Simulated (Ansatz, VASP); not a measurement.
Given: the input of a run of Ansatz 0.2.0 on CdSe.

File input.yaml:

```yaml
crystal:
  lattice:
    - [0.0, 3.0702711986, 3.0702711986]
    - [3.0702711986, 0.0, 3.0702711986]
    - [3.0702711986, 3.0702711986, 0.0]
  atoms:
    - { symbol: Cd, position: [0.0, 0.0, 0.0] }
    - { symbol: Se, position: [0.25, 0.25, 0.25] }
hamiltonian:
  xc: { exchange: pbe, correlation: pbe, exx: { coeff: 0.15 } }
  pseudopotentials: { kind: paw }
kpoints:
  mp_grid: { grid: [4, 4, 4] }
scf:
  occupations: { method: fermi_dirac, width: 0.05 }
output:
  forces: true
  stress: true
  eigenvalues: true
```

Potentials or basis: Ansatz PAW.

The run is started by

```bash
$ ansatz run input.yaml --threads 1 --pin off --max-ram 3584MiB --backend cpu --events-out ev --progress --plain --runs-dir out
```

Question: Set up the same calculation for VASP 6.6.1. Potentials there: VASP PAW PBE potentials, release 64 (Cd, Se).

Answer: As run (the cutoff follows the program's own potentials):

Contents of POSCAR:

```
CdSe
1.0
    0.0000000000      3.0702711986      3.0702711986
    3.0702711986      0.0000000000      3.0702711986
    3.0702711986      3.0702711986      0.0000000000
Cd Se
1 1
Direct
    0.0000000000      0.0000000000      0.0000000000
    0.2500000000      0.2500000000      0.2500000000
```

INCAR.step1

```
SYSTEM = CdSe
PREC = Accurate
ENCUT = 520
EDIFF = 1E-5
ISMEAR = -1
SIGMA = 0.05
LREAL = .FALSE.
LASPH = .TRUE.
NELM = 60
ALGO = Normal
ISIF = 2
LWAVE = .TRUE.
LCHARG = .FALSE.
GGA = PE
NBANDS = 16
```

Contents of INCAR.step2:

```
SYSTEM = CdSe
PREC = Accurate
ENCUT = 520
EDIFF = 1E-6
ISMEAR = -1
SIGMA = 0.05
LREAL = .FALSE.
LASPH = .TRUE.
NELM = 60
ALGO = Normal
ISIF = 2
LWAVE = .FALSE.
LCHARG = .FALSE.
GGA = PE
LHFCALC = .TRUE.
AEXX = 0.15
PRECFOCK = Normal
ISTART = 1
NBANDS = 16
```

Contents of KPOINTS:

```
Automatic mesh
0
G
  4 4 4
  0 0 0
```

Potentials or basis: VASP PAW PBE potentials, release 64 (Cd, Se).

The run is started by

```sh
$ cat potpaw_PBE.64/Cd/POTCAR potpaw_PBE.64/Se/POTCAR > POTCAR
$ cp INCAR.step1 INCAR
$ mpirun -np 1 vasp_std > vasp.out
$ cp INCAR.step2 INCAR
$ mpirun -np 1 vasp_std > vasp.out
```

Both were run:

|  | VASP | Ansatz | Ansatz less VASP |
| --- | --- | --- | --- |
| gap on the k mesh at the Fermi level (eV) | 1.51 | 1.48 | -0.031 |
| least direct gap on the mesh (eV) | 1.51 | 1.48 | -0.031 |
| pressure (GPa) | 0.8 | 0.6 | -0.16 |

VASP's potentials were made for PBE, not for PBE-based global hybrid. The functional is the same, so the differences come from potentials, cutoffs and numerics. VASP's potentials hold 18 valence electrons a cell and Ansatz's 36, so a difference there can come from the potentials and not from the codes.

The k mesh is coarse, so the values compare programs but aren't converged.
